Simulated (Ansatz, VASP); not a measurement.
## One calculation of GaSb, two programs

Contents of INCAR:

```
SYSTEM = GaSb
PREC = Accurate ; ENCUT = 520
EDIFF = 1E-7 ; ISMEAR = 0
SIGMA = 0.15 ; LREAL = .False.
LASPH = .True. ; NELM = 60
ALGO = Normal ; ISIF = 2
LWAVE = .False. ; LCHARG = .False.
GGA = PE ; NBANDS = 16
```

File KPOINTS:

```
regular mesh
0
Gamma
  16 16 16
  0 0 0
```

Contents of POSCAR:

```
GaSb
1.0
   -2.7659365100      2.7659365100      1.7709000000
    2.7659365100     -2.7659365100      1.7709000000
    2.7659365100      2.7659365100     -1.7709000000
Ga Sb
1 1
Direct
    0.2500000000      0.7500000000      0.5000000000
    0.0000000000      0.0000000000      0.0000000000
```

Input for Ansatz:

```yaml
crystal:
  lattice:
    - [-2.76593651, 2.76593651, 1.7709]
    - [2.76593651, -2.76593651, 1.7709]
    - [2.76593651, 2.76593651, -1.7709]
  atoms:
    - { symbol: Ga, position: [0.25, 0.75, 0.5] }
    - { symbol: Sb, position: [0.0, 0.0, 0.0] }
basis:
  ecutwfc: 420
kpoints:
  mp_grid: { grid: [16, 16, 16] }
hamiltonian:
  xc: pbe
  pseudopotentials: { kind: paw, azcp: { folder: soft_1 } }
scf:
  occupations: { method: gaussian, width: 0.15 }
output:
  forces: true
  stress: true
  eigenvalues: true
```

Alike in both runs: task single point; functional PBE; k mesh 16 × 16 × 16; occupations gaussian, width 0.15 eV; no spin polarisation.

|  | VASP | Ansatz |
| --- | --- | --- |
| version | VASP 6.6.1 | Ansatz 0.2.0 |
| potentials or method | VASP PAW PBE potentials, release 64 (Ga_d, Sb), cutoff 520 eV | scalar-relativistic, plane waves, PAW |
| valence electrons in the cell | 18 | 28 |

```tsv
	VASP	Ansatz	Ansatz less VASP
gap on the k mesh at the Fermi level (eV)	none	none	-
pressure (GPa)	-3.7	-3.7	0.00
traceless stress, the component that is largest in VASP (GPa)	-1.29	-1.26	+0.035
```

A gap of «none» marks a metal or a gap that the smearing closes. The functional is the same, so the differences come from potentials, cutoffs and numerics. VASP's potentials hold 18 valence electrons a cell and Ansatz's 28, so a difference there can come from the potentials and not from the codes.

Spin-orbit coupling is off throughout.
